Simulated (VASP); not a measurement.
Wanted: the native input for a VASP 6.6.1 run.

```yaml
Task: single point
Functional: r2SCAN
Potentials_or_basis: VASP PAW PBE potentials, release 64 (Cr_pv)
Cutoff: 550 eV
k_mesh: 17 × 17 × 17
Occupations: fermi-dirac, width 0.1 eV
Spin: no spin polarisation
Dipole_correction: no
Further_INCAR_settings: ALGO = Normal; EDIFF = 1e-06; NBANDS = 12
```

The system is Cr.

```
Cr
1.0
    -1.42895    1.42895    1.42895
     1.42895   -1.42895    1.42895
     1.42895    1.42895   -1.42895
Cr
1
Direct
  0.00000 0.00000 0.00000
```

These files were run (other wordings do the same):

POSCAR

```
Cr
1.0
   -1.4289465136      1.4289465136      1.4289465136
    1.4289465136     -1.4289465136      1.4289465136
    1.4289465136      1.4289465136     -1.4289465136
Cr
1
Direct
    0.0000000000      0.0000000000      0.0000000000
```

INCAR.step1

```
SYSTEM = Cr
ALGO     = Normal         ! electronic algorithm
EDIFF    = 1E-5           ! SCF threshold, eV
ENCUT    = 550            ! plane-wave cutoff, eV
GGA      = PE             ! functional
GGA_COMPAT= .False.      
ISMEAR   = -1             ! smearing method
LASPH    = .True.         ! aspherical terms in the spheres
LCHARG   = .False.        ! write CHGCAR
LREAL    = .False.        ! projectors in reciprocal space
LWAVE    = .True.         ! write WAVECAR
NBANDS   = 12             ! bands
NELM     = 120            ! most SCF steps
PREC     = Accurate       ! precision mode
SIGMA    = 0.1            ! smearing width, eV
```

INCAR.step2

```
SYSTEM = Cr
ALGO     = Normal         ! electronic algorithm
EDIFF    = 1E-6           ! SCF threshold, eV
ENCUT    = 550            ! plane-wave cutoff, eV
GGA_COMPAT= .False.      
ISIF     = 2              ! what is computed and relaxed
ISMEAR   = -1             ! smearing method
ISTART   = 1            
LASPH    = .True.         ! aspherical terms in the spheres
LCHARG   = .False.        ! write CHGCAR
LMIXTAU  = .True.       
LREAL    = .False.        ! projectors in reciprocal space
LWAVE    = .False.        ! write WAVECAR
METAGGA  = R2SCAN         ! meta-GGA
NBANDS   = 12             ! bands
NELM     = 120            ! most SCF steps
PREC     = Accurate       ! precision mode
SIGMA    = 0.1            ! smearing width, eV
```

KPOINTS

```
k-points
0
Gamma
  17 17 17
  0 0 0
```

Potentials or basis: VASP PAW PBE potentials, release 64 (Cr_pv).

Command:

```bash
$ cat potpaw_PBE.64/Cr_pv/POTCAR > POTCAR
$ cp INCAR.step1 INCAR
$ mpirun -np 1 vasp_std > vasp.out
$ cp INCAR.step2 INCAR
$ mpirun -np 1 vasp_std > vasp.out
```

Results of the run:

The pressure is -7.3 GPa. The band gap on the k mesh is zero (band 6 reaches 13.12 eV, above the bottom of band 7 at 9.82 eV).

Caveat: the PAW data sets were made with another functional, which shifts forces and pressure a little; the run has no spin polarisation, though such a crystal can be magnetic.

Wall time 2.5 min on 1 thread of Intel Xeon 8259CL, with other jobs on the host, peak memory 0.15 GiB.
